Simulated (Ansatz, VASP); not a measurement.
Two plane-wave programs on AlNi

```
CELL_PARAMETERS angstrom
1.93869 -1.95319 0.00000
1.93869 1.95319 0.00000
0.00000 0.00000 3.09943
ATOMIC_POSITIONS crystal
Al 0.00000 0.00000 0.00000
Ni 0.50000 0.50000 0.50000
```

Alike in both runs: task single point; functional PBEsol; k mesh 10 × 10 × 8; occupations gaussian, width 0.1 eV; no spin polarisation.

|  | VASP | Ansatz |
| --- | --- | --- |
| version | VASP 6.6.1 | Ansatz 0.2.0 |
| potentials or method | VASP PAW PBE potentials, release 64 (Al, Ni), cutoff 520 eV | scalar-relativistic, plane waves, PAW |
| valence electrons in the cell | 13 | 21 |

Ansatz gave:

* gap on the k mesh at the Fermi level (eV): none
* pressure (GPa): 0.4
* traceless stress, the component that is largest in VASP (GPa): -4.72

**Question.** Which values does VASP return?

**Answer.** gap on the k mesh at the Fermi level (eV): none; pressure (GPa): 0.5; traceless stress, the component that is largest in VASP (GPa): -4.90.

VASP's potentials were made for PBE, not for PBEsol. A gap of «none» marks a metal or a gap that the smearing closes. VASP's potentials hold 13 valence electrons a cell and Ansatz's 21, so a difference there can come from the potentials and not from the codes.
